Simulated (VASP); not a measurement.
# Cd (Fm-3m) in VASP: a series of runs

Runs on Cd. Level: LDA. Tasks: relaxation of cell and atoms, single point.

All numbers are computed with VASP 6.6.1; they aren't measurements. Logs are shortened: lines on timing, memory, paths and dates and some standing lists are left out, and cuts for length are marked.

## Step 1: The cell of the first run

The structure is cubic, space group Fm-3m (No. 225). The conventional cell has a = 4.420 Å, b = 4.420 Å, c = 4.420 Å, α = 90.00°, β = 90.00°, γ = 90.00°. Within 4.1 Å of Cd (site symmetry m-3m) lie 12 Cd at 3.13 Å.

This isn't the form of Cd at room conditions, which is hcp.

## Step 2: Relaxation of cell and atoms, LDA

Input file INCAR:

```
SYSTEM = Cd
ALGO = Normal
EDIFF = 1E-7
EDIFFG = -0.03
ENCUT = 630
GGA_COMPAT = .False.
IBRION = 2
ISIF = 3
ISMEAR = 0
LASPH = .True.
LCHARG = .False.
LREAL = .False.
LWAVE = .False.
NELM = 120
NELMIN = 4
NSW = 60
PREC = Accurate
SIGMA = 0.1
```

Input file KPOINTS:

```
k-points
0
Gamma
  8 8 8
  0 0 0
```

Input file POSCAR:

```
Cd
1.0
    0.0000000000      2.2100000000      2.2100000000
    2.2100000000      0.0000000000      2.2100000000
    2.2100000000      2.2100000000      0.0000000000
Cd
1
Direct
    0.0000000000      0.0000000000      0.0000000000
```

Potentials or basis: VASP PAW LDA potentials, release 64 (Cd_sv_GW).

On the command line:

```bash
> cat potpaw_LDA.64/Cd_sv_GW/POTCAR > POTCAR
> mpirun -np 1 vasp_std > vasp.out
```

OUTCAR:

```text
SYSTEM = Cd
   EDIFF = 1E-7
   EDIFFG = -0.03
   ENCUT = 630
   IBRION = 2
   ISIF = 3
   ISMEAR = 0
   LASPH = .True.
   LREAL = .False.
   NELM = 120
   NELMIN = 4
   NSW = 60
   PREC = Accurate

 ion  position               nearest neighbor table
   1  0.000  0.000  0.000-

  LATTYP: Found a face centered cubic cell.
 ALAT       =     4.4200000000

  Lattice vectors:

 A1 = (   0.0000000000,   2.2100000000,   2.2100000000)
 A2 = (   2.2100000000,   0.0000000000,   2.2100000000)
 A3 = (   2.2100000000,   2.2100000000,   0.0000000000)

Analysis of symmetry for initial positions (statically):
=====================================================================
 Subroutine PRICEL returns:
 Original cell was already a primitive cell.

 Routine SETGRP: Setting up the symmetry group for a
 face centered cubic supercell.

 Subroutine GETGRP returns: Found 48 space group operations
 (whereof 48 operations were pure point group operations)
 out of a pool of 48 trial point group operations.

The static configuration has the point symmetry O_h .

Analysis of symmetry for dynamics (positions and initial velocities):
=====================================================================
 Subroutine PRICEL returns:
 Original cell was already a primitive cell.

 Routine SETGRP: Setting up the symmetry group for a
 face centered cubic supercell.

 Subroutine GETGRP returns: Found 48 space group operations
 (whereof 48 operations were pure point group operations)
 out of a pool of 48 trial point group operations.

The dynamic configuration has the point symmetry O_h .

 Subroutine INISYM returns: Found 48 space group operations
 (whereof 48 operations are pure point group operations),
 and found     1 'primitive' translations

----------------------------------------------------------------------------------------

                                     Primitive cell

  volume of cell :      21.5877

  direct lattice vectors                    reciprocal lattice vectors
     0.000000000  2.210000000  2.210000000    -0.226244344  0.226244344  0.226244344
     2.210000000  0.000000000  2.210000000     0.226244344 -0.226244344  0.226244344
     2.210000000  2.210000000  0.000000000     0.226244344  0.226244344 -0.226244344

  length of vectors
     3.125411973  3.125411973  3.125411973     0.391866699  0.391866699  0.391866699

  position of ions in fractional coordinates (direct lattice)
     0.000000000  0.000000000  0.000000000

  ion indices of the primitive-cell ions
   primitive index   ion index
                 1           1

----------------------------------------------------------------------------------------

 KPOINTS: k-points

Automatic generation of k-mesh.
 Grid dimensions read from file:
 generate k-points for:    8    8    8

 Generating k-lattice:

  Cartesian coordinates                     Fractional coordinates (reciprocal lattice)
    -0.028280543  0.028280543  0.028280543     0.125000000  0.000000000  0.000000000
     0.028280543 -0.028280543  0.028280543     0.000000000  0.125000000  0.000000000
     0.028280543  0.028280543 -0.028280543     0.000000000  0.000000000  0.125000000

  Length of vectors
     0.048983337  0.048983337  0.048983337

  Shift w.r.t. Gamma in fractional coordinates (k-lattice)
     0.000000000  0.000000000  0.000000000

 Subroutine IBZKPT returns following result:
 ===========================================

 Found     29 irreducible k-points:

 Following reciprocal coordinates:
            Coordinates               Weight
  0.000000  0.000000  0.000000      1.000000
  0.125000  0.000000  0.000000      8.000000
  0.250000  0.000000  0.000000      8.000000
  0.375000  0.000000  0.000000      8.000000
  0.500000  0.000000  0.000000      4.000000
  0.125000  0.125000  0.000000      6.000000
[... 16 lines left out ...]
  0.500000  0.250000  0.125000     48.000000
 -0.375000  0.250000  0.125000     24.000000
 [... further k-points ...]
   k-points           NKPTS =     29   k-points in BZ     NKDIM =     29   number of bands    NBANDS=     14
   number of dos      NEDOS =    301   number of ions     NIONS =      1
   total plane-waves  NPLWV =  21952
   dimension x,y,z NGX =    28 NGY =   28 NGZ =   28
   dimension x,y,z NGXF=    56 NGYF=   56 NGZF=   56
   ions per type =               1
   NGX,Y,Z   is equivalent  to a cutoff of  14.89, 14.89, 14.89 a.u.
   NGXF,Y,Z  is equivalent  to a cutoff of  29.79, 29.79, 29.79 a.u.
 SYSTEM =  Cd
   PREC   = accura    normal or accurate (medium, high low for compatibility)
   ISTART =      0    job   : 0-new  1-cont  2-samecut
   ICHARG =      2    charge: 1-file 2-atom 10-const
   ISPIN  =      1    spin polarized calculation?
   LNONCOLLINEAR =      F non collinear calculations
   LSORBIT =      F    spin-orbit coupling
   LASPH  =      T    aspherical Exc in radial PAW
   ENCUT  =  630.0 eV  46.30 Ry    6.80 a.u.   6.40  6.40  6.40*2*pi/ulx,y,z
   NELM   =    120;   NELMIN=  4; NELMDL= -5     # of ELM steps
   EDIFF  = 0.1E-06   stopping-criterion for ELM
   LREAL  =      F    real-space projection
   EDIFFG = -.3E-01   stopping-criterion for IOM
   NSW    =     60    number of steps for IOM
   IBRION =      2    ionic relax: 0-MD 1-quasi-New 2-CG
   NFREE  =      1    steps in history (QN), initial steepest desc. (CG)
   ISIF   =      3    stress and relaxation
   ISYM   =      2    0-nonsym 1-usesym 2-fastsym
   POTIM  = 0.5000    time-step for ionic-motion
   TEBEG  =    0.0;   TEEND  =   0.0 temperature during run
   PSTRESS=    0.0 pullay stress
   NELECT =      20.0000    total number of electrons
   NUPDOWN=      -1.0000    fix difference up-down
   EMIN   =  10.00;   EMAX   =-10.00  energy-range for DOS
   EFERMI =   0.00;   METHOD = LEGACY
   ISMEAR =     0;   SIGMA  =   0.10  broadening in eV -4-tet -1-fermi 0-gaus
   EFERMI_NEDOS =   21; number of points for ismear=-14 and -15
   IALGO  =     38    algorithm
   IMIX   =      4    mixing-type and parameters
     AMIX     =   0.40;   BMIX     =  1.00
     AMIX_MAG =   1.60;   BMIX_MAG =  1.00
  volume/ion in A,a.u.               =      21.59       145.68
  Fermi-wavevector in a.u.,A,eV,Ry     =   1.595938  3.015885 34.654265  2.547017
  Thomas-Fermi vector in A             =   2.693778
   LORBIT       =      0    0 simple, 1 ext, 2 COOP (PROOUT), +10 PAW based schemes
   GGA     = CA    functional components
   LHFCALC =     F    Hartree Fock is set to
   AEXX    =    0.0000 exact exchange contribution
   IVDW    =     0    specifies the selected vdW correction
   LEPSILON=     F    determine dielectric tensor
   LRPA    =     F    only Hartree local field effects (RPA)
 conjugate gradient relaxation of ions
 non-spin polarized calculation
 Gauss-broadening in eV      SIGMA  =   0.10
  energy-cutoff  :      630.00
  volume of cell :       21.59
 maximum number of plane-waves:       785
 NGX is ok and might be reduce to    28
   NGX = 13   NGY = 13   NGZ = 13

--------------------------------------- Ionic step        1  -------------------------------------------

 number of electron      19.9999993 magnetization

 Free energy of the ion-electron system (eV)
  ---------------------------------------------------
  ext. energy  EPLUGINS =         0.00000000
  ---------------------------------------------------
  free energy    TOTEN  =        -1.48938400 eV

  energy without entropy =       -1.48595820  energy(sigma->0) =       -1.48767110

------------------------ aborting loop because EDIFF is reached ----------------------------------------

  FORCE on cell =-STRESS in cart. coord.  units (eV):
  Direction    XX          YY          ZZ          XY          YZ          ZX
  --------------------------------------------------------------------------------------
  -------------------------------------------------------------------------------------
  Total       -0.5877171     -0.5877171     -0.5877171     -0.0000000     -0.0000000     -0.0000000
  in kB      -43.6186390    -43.6186390    -43.6186390     -0.0000000     -0.0000000     -0.0000000
  external PRESSURE =     -43.6186390 kB  Pullay stress =       0.0000000 kB

 VOLUME and BASIS-vectors are now :
 -----------------------------------------------------------------------------
  energy-cutoff  :      630.00
  volume of cell :       21.59
      direct lattice vectors                 reciprocal lattice vectors
     0.000000000  2.210000000  2.210000000    -0.226244344  0.226244344  0.226244344
     2.210000000  0.000000000  2.210000000     0.226244344 -0.226244344  0.226244344
     2.210000000  2.210000000  0.000000000     0.226244344  0.226244344 -0.226244344
[... 36 lines left out ...]
 POSITION                                       TOTAL-FORCE (eV/Angst)
 -----------------------------------------------------------------------------------
      2.14734     -0.00000      2.14734        -0.000000      0.000000      0.000000
 -----------------------------------------------------------------------------------
    total drift:                                0.000000     -0.000000      0.000000

  FREE ENERGIE OF THE ION-ELECTRON SYSTEM (eV)
  ---------------------------------------------------
  free  energy   TOTEN  =        -1.5108910484 eV

  energy  without entropy=       -1.5091670104  energy(sigma->0) =       -1.51002903

--------------------------------------- Ionic step        3  -------------------------------------------

 number of electron      20.0000005 magnetization

 Free energy of the ion-electron system (eV)
  ---------------------------------------------------
  ext. energy  EPLUGINS =         0.00000000
  ---------------------------------------------------
  free energy    TOTEN  =        -1.51163372 eV

  energy without entropy =       -1.50977170  energy(sigma->0) =       -1.51070271

 E-fermi :   6.6457     XC(G=0): -12.1046

 val. band max:        6.4932138585   @ k =  -0.3750   0.3750   0.1250
 cond. band min:       6.7333444957   @ k =   0.5000   0.1250   0.0000
 fundamental gap:      0.2401306372
 Fermi energy:         6.6457143399

 k-point     1 :       0.0000    0.0000    0.0000
  band No.  band energies     occupation
      1     -95.5524      2.00000
      2     -56.8938      2.00000
      3     -56.8938      2.00000
      4     -56.8938      2.00000
      5      -2.5303      2.00000
      6      -2.3770      2.00000
      7      -2.3770      2.00000
      8      -2.3770      2.00000
      9      -1.8214      2.00000
     10      -1.8214      2.00000
     11      20.3488      0.00000
     12      22.2560      0.00000
     13      22.2560      0.00000
     14      22.2560      0.00000

 k-point     2 :       0.1250    0.0000    0.0000
  band No.  band energies     occupation
      1     -95.5518      2.00000
      2     -56.9015      2.00000
      3     -56.8951      2.00000
      4     -56.8951      2.00000
      5      -2.4942      2.00000
      6      -2.3082      2.00000
      7      -2.3082      2.00000
      8      -2.0270      2.00000
      9      -1.8332      2.00000
     10      -1.8332      2.00000
[... 362 lines left out ...]
 k-point    24 :      -0.3750    0.2500    0.1250
  band No.  band energies     occupation
      1     -95.5473      2.00000
      2     -56.9392      2.00000
      3     -56.9157      2.00000
      4     -56.9067      2.00000
      5      -2.6898      2.00000
      6      -2.5374      2.00000
      7      -2.0069      2.00000
      8      -1.9379      2.00000
      9      -1.4069      2.00000
     10       5.9672      2.00000
     11       6.3802      1.99983
     12      14.5753      0.00000
     13      15.2682      0.00000
     14      21.3358      0.00000

 [... further k-points ...]

------------------------ aborting loop because EDIFF is reached ----------------------------------------

  FORCE on cell =-STRESS in cart. coord.  units (eV):
  Direction    XX          YY          ZZ          XY          YZ          ZX
  --------------------------------------------------------------------------------------
  -------------------------------------------------------------------------------------
  Total        0.0017883      0.0017883      0.0017883     -0.0000000      0.0000000      0.0000000
  in kB        0.1428210      0.1428210      0.1428210     -0.0000000      0.0000000      0.0000000
  external PRESSURE =       0.1428210 kB  Pullay stress =       0.0000000 kB

 VOLUME and BASIS-vectors are now :
 -----------------------------------------------------------------------------
  energy-cutoff  :      630.00
  volume of cell :       20.06
      direct lattice vectors                 reciprocal lattice vectors
    -0.000000000  2.156622497  2.156622497    -0.231844006  0.231844006  0.231844006
     2.156622497 -0.000000000  2.156622497     0.231844006 -0.231844006  0.231844006
     2.156622497  2.156622497 -0.000000000     0.231844006  0.231844006 -0.231844006

 POSITION                                       TOTAL-FORCE (eV/Angst)
 -----------------------------------------------------------------------------------
      0.00000      0.00000      0.00000         0.000000      0.000000      0.000000
 -----------------------------------------------------------------------------------
    total drift:                               -0.000000     -0.000000     -0.000000

  FREE ENERGIE OF THE ION-ELECTRON SYSTEM (eV)
  ---------------------------------------------------
  free  energy   TOTEN  =        -1.5116337239 eV

  energy  without entropy=       -1.5097716974  energy(sigma->0) =       -1.51070271

 reached required accuracy - stopping structural energy minimisation
```

Wall time 25 s (1 thread of Intel Xeon Platinum 8559C (Emerald Rapids), shared host); peak memory 0.16 GiB.

Results:

```
Free energy                           : -1.5116 eV
Relaxed volume                        : 20.06 Å³/atom
Relaxed cell                          : a = 3.050 Å, b = 3.050 Å, c = 3.050 Å, α = 60.00°, β = 60.00°, γ = 60.00°
Space group after relaxing (to 0.1 Å) : Fm-3m (No. 225)
Energy gained by relaxing             : 22.2 meV/atom
Ionic steps                           : 3
Pressure after relaxing               : 0.0 GPa
Band gap on the k mesh                : zero (bands 10 and 11 overlap by 3.33 eV)
```

Step by step:
```
step  energy change (eV)  largest force (eV/Å)  pressure (GPa)  volume (Å³)
   1              0.0000                0.0000           -4.36        21.59
   2             -0.0215                0.0000            0.96        19.80
   3             -0.0222                0.0000            0.01        20.06
```

Final structure:
```
CELL_PARAMETERS angstrom
0.00000 2.15662 2.15662
2.15662 0.00000 2.15662
2.15662 2.15662 0.00000
ATOMIC_POSITIONS crystal
Cd 0.00000 0.00000 0.00000
```

Levels at points of the mesh, in eV from the Fermi level:
```
           k point  band 6  band 7  band 8  band 9  band 10  band 11  band 12  band 13  band 14
(0.00, 0.00, 0.00)   -9.02   -9.02   -9.02   -8.47    -8.47    13.70    15.61    15.61    15.61
(0.50, 0.00, 0.00)   -9.02   -9.02   -8.02   -8.02    -2.37    -0.92    12.98    13.24    13.24
(0.50, 0.50, 0.00)   -9.74   -8.04   -7.90   -7.90    -0.77     1.97     7.18     7.18    12.06
```

## Step 3: Single point, LDA

This run uses another cell than the first one, of 16.63 Å³/atom.

Input file INCAR:

```
PREC = Accurate
ENCUT = 630
EDIFF = 1E-6
ISMEAR = 0
SIGMA = 0.1
LREAL = F
LASPH = T
NELM = 120
ALGO = Normal
ISIF = 2
LWAVE = F
LCHARG = T
GGA = CA
LELF = T
LVHAR = T
NBANDS = 16
GGA_COMPAT = F
```

Input file KPOINTS:

```
regular mesh
0
Gamma
  8 8 8
```

Input file POSCAR:

```
Cd
1.0
    0.0000000000      2.0260463383      2.0260463383
    2.0260463383      0.0000000000      2.0260463383
    2.0260463383      2.0260463383      0.0000000000
Cd
1
Direct
    0.0000000000      0.0000000000      0.0000000000
```

Potentials or basis: VASP PAW LDA potentials, release 64 (Cd_sv_GW).

On the command line:

```bash
> cat potpaw_LDA.64/Cd_sv_GW/POTCAR > POTCAR
> mpirun -np 1 vasp_std > vasp.out
```

It took 7.3 s on 1 thread of Intel Xeon Platinum 8259CL at 2.50GHz (Skylake/Cascade Lake), shared host; peak memory 0.14 GiB.

The run converged. Its results:

```yaml
Free_energy: -1.3295 eV
Pressure: 20.2 GPa
Band_gap_on_the_k_mesh: zero (bands 10 and 11 overlap by 3.06 eV)
```

Levels at points of the mesh, in eV from the Fermi level:
```csv
k point,band 7,band 8,band 9,band 10,band 11,band 12,band 13,band 14
"(0.00, 0.00, 0.00)",-9.90,-9.90,-9.08,-9.08,13.74,16.91,16.91,16.91
"(0.50, 0.00, 0.00)",-9.90,-8.43,-8.43,-3.38,-0.60,13.04,14.73,14.73
"(0.50, 0.50, 0.00)",-8.46,-8.26,-8.26,-1.47,2.72,7.64,7.64,13.48
```

Caveat: the cell stands under pressure.

The gap in the log of VASP goes by the Fermi energy; the results here count the filled bands.